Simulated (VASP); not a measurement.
# Ge (Cmmm) in VASP: further runs

The runs below take Ge through single point, with LDA, PBEsol, r2SCAN.

Program: VASP 6.6.1. These are calculated values, not measurements. Logs are shortened: lines on timing, memory, paths and dates and some standing lists are left out, and cuts for length are marked.

## (1) The cell of the first run

It takes space group Cmmm (No. 65, orthorhombic). The conventional cell has a = 2.794 Å, b = 5.201 Å, c = 2.698 Å, α = 90.00°, β = 90.00°, γ = 90.00°. Ge (site symmetry mmm) has 8 Ge at 2.70 to 2.95 Å within 3.6 Å.

## (2) Single point, LDA

Input file INCAR:

```
SYSTEM = Ge
PREC     = Accurate       ! precision mode
ENCUT    = 520            ! plane-wave cutoff, eV
EDIFF    = 1E-6           ! SCF threshold, eV
ISMEAR   = -1             ! smearing method
SIGMA    = 0.05           ! smearing width, eV
LREAL    = .FALSE.        ! projectors in reciprocal space
LASPH    = .TRUE.         ! aspherical terms in the spheres
NELM     = 80             ! most SCF steps
ALGO     = Normal         ! electronic algorithm
ISIF     = 2              ! what is computed and relaxed
LWAVE    = .FALSE.        ! write WAVECAR
LCHARG   = .TRUE.         ! write CHGCAR
LELF     = .TRUE.         ! ELF
LVHAR    = .TRUE.       
NBANDS   = 13             ! bands
```

Input file KPOINTS:

```
Automatic mesh
0
G
  6 6 6
  0 0 0
```

Input file POSCAR:

```
Ge
1.0
    1.3971490000     -2.6005160000      0.0000000000
    1.3971490000      2.6005160000      0.0000000000
    0.0000000000      0.0000000000      2.6982310000
Ge
1
Direct
    0.5000000000      0.5000000000      0.0000000000
```

Potentials or basis: VASP PAW LDA potentials, release 64 (Ge_d).

Run with:

```sh
cat potpaw_LDA.64/Ge_d/POTCAR > POTCAR
mpirun -np 1 vasp_std > vasp.out
```

OUTCAR:

```text
SYSTEM = Ge
   PREC = Accurate
   ENCUT = 520
   EDIFF = 1E-6
   ISMEAR = -1
   LREAL = .FALSE.
   LASPH = .TRUE.
   NELM = 80
   ISIF = 2

 ion  position               nearest neighbor table
   1  0.500  0.500  0.000-

  LATTYP: Found a base centered orthorhombic cell.
 ALAT       =     2.7942980000
 B/A-ratio  =     1.8613018368
 C/A-ratio  =     0.9656203454

  Lattice vectors:

 A1 = (   1.3971490000,  -2.6005160000,   0.0000000000)
 A2 = (   1.3971490000,   2.6005160000,   0.0000000000)
 A3 = (   0.0000000000,   0.0000000000,   2.6982310000)

Analysis of symmetry for initial positions (statically):
=====================================================================
 Subroutine PRICEL returns:
 Original cell was already a primitive cell.

 Routine SETGRP: Setting up the symmetry group for a
 base centered orthorhombic supercell.

 Subroutine GETGRP returns: Found  8 space group operations
 (whereof  8 operations were pure point group operations)
 out of a pool of  8 trial point group operations.

The static configuration has the point symmetry D_2h.

Analysis of symmetry for dynamics (positions and initial velocities):
=====================================================================
 Subroutine PRICEL returns:
 Original cell was already a primitive cell.

 Routine SETGRP: Setting up the symmetry group for a
 base centered orthorhombic supercell.

 Subroutine GETGRP returns: Found  8 space group operations
 (whereof  8 operations were pure point group operations)
 out of a pool of  8 trial point group operations.

The dynamic configuration has the point symmetry D_2h.

 Subroutine INISYM returns: Found  8 space group operations
 (whereof  8 operations are pure point group operations),
 and found     1 'primitive' translations

----------------------------------------------------------------------------------------

                                     Primitive cell

  volume of cell :      19.6070

  direct lattice vectors                    reciprocal lattice vectors
     1.397149000 -2.600516000  0.000000000     0.357871637 -0.192269534  0.000000000
     1.397149000  2.600516000  0.000000000     0.357871637  0.192269534  0.000000000
     0.000000000  0.000000000  2.698231000     0.000000000  0.000000000  0.370613191

  length of vectors
     2.952068562  2.952068562  2.698231000     0.406250763  0.406250763  0.370613191

  position of ions in fractional coordinates (direct lattice)
     0.500000000  0.500000000  0.000000000

  ion indices of the primitive-cell ions
   primitive index   ion index
                 1           1

----------------------------------------------------------------------------------------

 KPOINTS: Automatic mesh

Automatic generation of k-mesh.
 Grid dimensions read from file:
 generate k-points for:    6    6    6

 Generating k-lattice:

  Cartesian coordinates                     Fractional coordinates (reciprocal lattice)
     0.059645273 -0.032044922  0.000000000     0.166666667  0.000000000  0.000000000
     0.059645273  0.032044922  0.000000000     0.000000000  0.166666667  0.000000000
     0.000000000  0.000000000  0.061768865     0.000000000  0.000000000  0.166666667

  Length of vectors
     0.067708461  0.067708461  0.061768865

  Shift w.r.t. Gamma in fractional coordinates (k-lattice)
     0.000000000  0.000000000  0.000000000

 Subroutine IBZKPT returns following result:
 ===========================================

 Found     52 irreducible k-points:

 Following reciprocal coordinates:
            Coordinates               Weight
  0.000000  0.000000  0.000000      1.000000
  0.166667  0.000000  0.000000      4.000000
  0.333333  0.000000  0.000000      4.000000
  0.500000 -0.000000  0.000000      2.000000
  0.166667  0.166667  0.000000      2.000000
  0.333333  0.166667  0.000000      4.000000
[... 16 lines left out ...]
  0.333333  0.333333  0.166667      4.000000
  0.500000  0.333333  0.166667      8.000000
 [... further k-points ...]
   k-points           NKPTS =     52   k-points in BZ     NKDIM =     52   number of bands    NBANDS=     13
   number of dos      NEDOS =    301   number of ions     NIONS =      1
   total plane-waves  NPLWV =  11520
   dimension x,y,z NGX =    24 NGY =   24 NGZ =   20
   dimension x,y,z NGXF=    48 NGYF=   48 NGZF=   40
   ions per type =               1
   NGX,Y,Z   is equivalent  to a cutoff of  13.52, 13.52, 12.32 a.u.
   NGXF,Y,Z  is equivalent  to a cutoff of  27.03, 27.03, 24.65 a.u.
 SYSTEM =  Ge
   PREC   = accura    normal or accurate (medium, high low for compatibility)
   ISTART =      0    job   : 0-new  1-cont  2-samecut
   ICHARG =      2    charge: 1-file 2-atom 10-const
   ISPIN  =      1    spin polarized calculation?
   LNONCOLLINEAR =      F non collinear calculations
   LSORBIT =      F    spin-orbit coupling
   LASPH  =      T    aspherical Exc in radial PAW
   ENCUT  =  520.0 eV  38.22 Ry    6.18 a.u.   5.49  5.49  5.02*2*pi/ulx,y,z
   NELM   =     80;   NELMIN=  2; NELMDL= -5     # of ELM steps
   EDIFF  = 0.1E-05   stopping-criterion for ELM
   LREAL  =      F    real-space projection
   EDIFFG = 0.1E-04   stopping-criterion for IOM
   NSW    =      0    number of steps for IOM
   IBRION =     -1    ionic relax: 0-MD 1-quasi-New 2-CG
   NFREE  =      0    steps in history (QN), initial steepest desc. (CG)
   ISIF   =      2    stress and relaxation
   ISYM   =      2    0-nonsym 1-usesym 2-fastsym
   POTIM  = 0.5000    time-step for ionic-motion
   TEBEG  =    0.0;   TEEND  =   0.0 temperature during run
   PSTRESS=    0.0 pullay stress
   NELECT =      14.0000    total number of electrons
   NUPDOWN=      -1.0000    fix difference up-down
   EMIN   =  10.00;   EMAX   =-10.00  energy-range for DOS
   EFERMI =   0.00;   METHOD = LEGACY
   ISMEAR =    -1;   SIGMA  =   0.05  broadening in eV -4-tet -1-fermi 0-gaus
   EFERMI_NEDOS =   21; number of points for ismear=-14 and -15
   IALGO  =     38    algorithm
   IMIX   =      4    mixing-type and parameters
     AMIX     =   0.40;   BMIX     =  1.00
     AMIX_MAG =   1.60;   BMIX_MAG =  1.00
  volume/ion in A,a.u.               =      19.61       132.31
  Fermi-wavevector in a.u.,A,eV,Ry     =   1.463234  2.765111 29.130796  2.141053
  Thomas-Fermi vector in A             =   2.579353
   LORBIT       =      0    0 simple, 1 ext, 2 COOP (PROOUT), +10 PAW based schemes
   GGA     = CA    functional components
   LHFCALC =     F    Hartree Fock is set to
   AEXX    =    0.0000 exact exchange contribution
   IVDW    =     0    specifies the selected vdW correction
   LEPSILON=     F    determine dielectric tensor
   LRPA    =     F    only Hartree local field effects (RPA)
 non-spin polarized calculation
  energy-cutoff  :      520.00
  volume of cell :       19.61
 maximum number of plane-waves:       542
 NGX is ok and might be reduce to    24
   NGX = 11   NGY = 11   NGZ = 11

 number of electron      14.0000003 magnetization

 Free energy of the ion-electron system (eV)
  ---------------------------------------------------
  ext. energy  EPLUGINS =         0.00000000
  ---------------------------------------------------
  free energy    TOTEN  =        -4.98352600 eV

  energy without entropy =       -4.98094414  energy(sigma->0) =       -4.98223507

 E-fermi :   6.1653     XC(G=0): -11.3199

 val. band max:        6.0146101426   @ k =   0.5000   0.1667   0.5000
 cond. band min:       6.1735313015   @ k =  -0.3333   0.1667   0.0000
 fundamental gap:      0.1589211589
 Fermi energy:         6.1653168223

 k-point     1 :       0.0000    0.0000    0.0000
  band No.  band energies     occupation
      1     -18.8875      2.00000
      2     -18.8094      2.00000
      3     -18.7586      2.00000
      4     -18.6713      2.00000
      5     -18.6501      2.00000
      6      -6.9231      2.00000
      7      12.5283      0.00000
      8      12.9774      0.00000
      9      14.4703      0.00000
     10      16.1925      0.00000
     11      18.4890      0.00000
     12      20.8124      0.00000
     13      21.0139      0.00000

 k-point     2 :       0.1667    0.0000    0.0000
  band No.  band energies     occupation
      1     -18.8716      2.00000
      2     -18.7859      2.00000
      3     -18.7557      2.00000
      4     -18.6758      2.00000
      5     -18.6619      2.00000
      6      -6.2516      2.00000
      7       9.8905      0.00000
      8      11.7427      0.00000
      9      13.1685      0.00000
     10      16.2794      0.00000
     11      17.6314      0.00000
     12      21.3184      0.00000
     13      24.2559      0.00000

 k-point     3 :       0.3333    0.0000    0.0000
  band No.  band energies     occupation
      1     -18.8557      2.00000
      2     -18.7778      2.00000
      3     -18.6967      2.00000
      4     -18.6947      2.00000
      5     -18.6758      2.00000
      6      -4.2676      2.00000
      7       4.3323      2.00000
      8       9.9780      0.00000
      9      14.1995      0.00000
     10      14.8955      0.00000
     11      19.4074      0.00000
     12      25.4553      0.00000
     13      25.6775      0.00000
[... 305 lines left out ...]
 k-point    23 :       0.3333    0.3333    0.1667
  band No.  band energies     occupation
      1     -18.7667      2.00000
      2     -18.7407      2.00000
      3     -18.7206      2.00000
      4     -18.7178      2.00000
      5     -18.7099      2.00000
      6      -0.7065      2.00000
      7       3.2123      2.00000
      8       3.3118      2.00000
      9      12.9322      0.00000
     10      18.2773      0.00000
     11      18.4855      0.00000
     12      24.6883      0.00000
     13      25.7524      0.00000

 k-point    24 :       0.5000    0.3333    0.1667
  band No.  band energies     occupation
      1     -18.8077      2.00000
      2     -18.7585      2.00000
      3     -18.7277      2.00000
      4     -18.6942      2.00000
      5     -18.6866      2.00000
      6      -2.4462      2.00000
      7       2.5165      2.00000
      8       7.6934      0.00000
      9      11.6297      0.00000
     10      17.4673      0.00000
     11      20.7334      0.00000
     12      22.7992      0.00000
     13      25.9662      0.00000

 [... further k-points ...]
[... 5 lines left out ...]
  --------------------------------------------------------------------------------------
  -------------------------------------------------------------------------------------
  Total       -0.8780391     -1.3661283      0.1292212     -0.0000000      0.0000000      0.0000000
  in kB      -71.7485406   -111.6325125     10.5592512     -0.0000000      0.0000000      0.0000000
  external PRESSURE =     -57.6072673 kB  Pullay stress =       0.0000000 kB

 VOLUME and BASIS-vectors are now :
 -----------------------------------------------------------------------------
  energy-cutoff  :      520.00
  volume of cell :       19.61
      direct lattice vectors                 reciprocal lattice vectors
     1.397149000 -2.600516000  0.000000000     0.357871637 -0.192269534  0.000000000
     1.397149000  2.600516000  0.000000000     0.357871637  0.192269534  0.000000000
     0.000000000  0.000000000  2.698231000     0.000000000  0.000000000  0.370613191

 POSITION                                       TOTAL-FORCE (eV/Angst)
 -----------------------------------------------------------------------------------
      1.39715      0.00000      0.00000         0.000000      0.000000      0.000000
 -----------------------------------------------------------------------------------
    total drift:                               -0.000000     -0.000000     -0.000000

  FREE ENERGIE OF THE ION-ELECTRON SYSTEM (eV)
  ---------------------------------------------------
  free  energy   TOTEN  =        -4.9835259963 eV

  energy  without entropy=       -4.9809441391  energy(sigma->0) =       -4.98223507
```

Wall time 14 s (1 thread of Intel Xeon 6975P-C, shared host); peak memory 0.13 GiB.

What came out:

* Free energy: -4.9835 eV
* Pressure: -5.8 GPa
* Band gap on the k mesh: zero (band 7 reaches 12.53 eV, above the bottom of band 8 at 2.79 eV)

Caveat: the k points lie up to 0.43 Å⁻¹ apart.

## (3) Single point, PBEsol

Input file INCAR:

```
SYSTEM = Ge
PREC     = Accurate       ! precision mode
ENCUT    = 520            ! plane-wave cutoff, eV
EDIFF    = 1E-6           ! SCF threshold, eV
ISMEAR   = -1             ! smearing method
SIGMA    = 0.05           ! smearing width, eV
LREAL    = .False.        ! projectors in reciprocal space
LASPH    = .True.         ! aspherical terms in the spheres
NELM     = 80             ! most SCF steps
ALGO     = Normal         ! electronic algorithm
ISIF     = 2              ! what is computed and relaxed
LWAVE    = .False.        ! write WAVECAR
LCHARG   = .False.        ! write CHGCAR
GGA      = PS             ! functional
NBANDS   = 13             ! bands
```

Input file KPOINTS:

```
Automatic mesh
0
Gamma
  6 6 6
  0 0 0
```

POSCAR is that of step 2.

Potentials or basis: VASP PAW PBE potentials, release 64 (Ge_d).

Run with:

```sh
cat potpaw_PBE.64/Ge_d/POTCAR > POTCAR
mpirun -np 1 vasp_std > vasp.out
```

Wall time 15 s (1 thread of Intel Xeon 6975P-C, shared host); peak memory 0.14 GiB.

The run converged. Its results:

| Item | Value |
| --- | --- |
| Free energy | -4.7536 eV |
| Pressure | -4.1 GPa |
| Band gap on the k mesh | zero (band 7 reaches 12.72 eV, above the bottom of band 8 at 2.89 eV) |

Stress tensor (GPa, compression positive):
```
-5.45  0.00  0.00
 0.00 -9.72  0.00
 0.00  0.00  2.73
```

Levels at points of the mesh, in eV from the Fermi level:
```
           k point  band 3  band 4  band 5  band 6  band 7  band 8  band 9  band 10  band 11  band 12
(0.00, 0.00, 0.00)  -24.78  -24.69  -24.67  -13.11    6.40    6.89    8.39     9.93    12.24    14.59
(0.50, 0.00, 0.00)  -24.72  -24.70  -24.68   -8.05   -5.53    3.20    7.22    10.27    16.17    16.29
(0.50, 0.50, 0.00)  -24.73  -24.69  -24.67   -8.91   -5.75    4.97    8.90     9.60    15.51    15.87
(0.00, 0.00, 0.50)  -24.76  -24.73  -24.71   -9.32   -5.96    9.72   11.23    15.79    15.82    17.01
(0.50, 0.00, 0.50)  -24.77  -24.68  -24.60   -3.88   -2.45   -1.87    3.36     6.09    11.40    12.89
(0.50, 0.50, 0.50)  -24.74  -24.68  -24.62   -4.85   -2.61   -2.52    2.98     7.87    13.21    14.54
```

Caveat: the k points lie up to 0.43 Å⁻¹ apart; the PAW data sets were made with another functional, which shifts forces and pressure a little.

## (4) Single point, r2SCAN

POSCAR is that of step 3.

Input file INCAR.step1:

```
PREC = Accurate ; ENCUT = 520
ISMEAR = -1 ; SIGMA = 0.05
LREAL = False ; LASPH = True
NELM = 60 ; NBANDS = 13
GGA = PE ; ALGO = Normal
EDIFF = 1E-4 ; LWAVE = True
LCHARG = False
```

Input file INCAR.step2:

```
PREC = Accurate ; ENCUT = 520
EDIFF = 1E-7 ; ISMEAR = -1
SIGMA = 0.05 ; LREAL = False
LASPH = True ; NELM = 60
ALGO = Normal ; ISIF = 2
LWAVE = False ; LCHARG = False
METAGGA = R2SCAN ; LMIXTAU = True
NBANDS = 13 ; ISTART = 1
```

Input file KPOINTS:

```
Automatic mesh
0
Gamma
  6 6 6
```

Run with:

```sh
cat potpaw_PBE.64/Ge_d/POTCAR > POTCAR
cp INCAR.step1 INCAR
mpirun -np 1 vasp_std > vasp.out
cp INCAR.step2 INCAR
mpirun -np 1 vasp_std > vasp.out
```

Wall time 74 s (1 thread of Intel Xeon 6975P-C, shared host); peak memory 0.14 GiB.

The run converged. Its results:

* Free energy: -13.4994 eV
* Pressure: -3.0 GPa
* Band gap on the k mesh: zero (band 7 reaches 13.08 eV, above the bottom of band 8 at 2.77 eV)

Stress tensor (GPa, compression positive):
```
-4.07  0.00  0.00
 0.00 -8.38  0.00
 0.00  0.00  3.43
```

Levels at points of the mesh, in eV from the Fermi level:
| k point | band 3 | band 4 | band 5 | band 6 | band 7 | band 8 | band 9 | band 10 | band 11 | band 12 |
| --- | --- | --- | --- | --- | --- | --- | --- | --- | --- | --- |
| (0.00, 0.00, 0.00) | -25.64 | -25.54 | -25.52 | -13.78 | 6.70 | 7.23 | 8.82 | 10.28 | 13.00 | 15.52 |
| (0.50, 0.00, 0.00) | -25.58 | -25.55 | -25.54 | -8.42 | -5.84 | 3.34 | 7.65 | 10.80 | 17.22 | 17.33 |
| (0.50, 0.50, 0.00) | -25.59 | -25.55 | -25.53 | -9.33 | -6.06 | 5.21 | 9.35 | 10.09 | 16.47 | 17.02 |
| (0.00, 0.00, 0.50) | -25.62 | -25.59 | -25.57 | -9.83 | -6.22 | 10.29 | 11.88 | 16.48 | 16.97 | 17.68 |
| (0.50, 0.00, 0.50) | -25.63 | -25.54 | -25.45 | -3.94 | -2.74 | -2.09 | 3.83 | 6.38 | 11.92 | 13.51 |
| (0.50, 0.50, 0.50) | -25.60 | -25.54 | -25.47 | -4.98 | -2.91 | -2.75 | 3.44 | 8.28 | 13.83 | 15.40 |

Caveat: the k points lie up to 0.43 Å⁻¹ apart; the PAW data sets were made with another functional, which shifts forces and pressure a little.

## (5) The runs side by side

| level | potentials or basis | gap on the mesh (eV) | pressure (GPa) |
| --- | --- | --- | --- |
| LDA | VASP PAW LDA potentials, release 64 (Ge_d) | none | -5.8 |
| PBEsol | VASP PAW PBE potentials, release 64 (Ge_d) | none | -4.1 |
| r2SCAN | VASP PAW PBE potentials, release 64 (Ge_d) | none | -3.0 |

Alike in all rows: task single point; no spin polarisation; cell as given; k mesh 6 × 6 × 6; cutoff (eV) 520; smearing fermi-dirac 0.05 eV.

Caveats: all runs use coarse meshes; the PAW data sets were made with another functional, which shifts forces and pressure a little (some runs).

Total energies depend on the potentials used, so only differences within one code and one set of settings carry meaning.
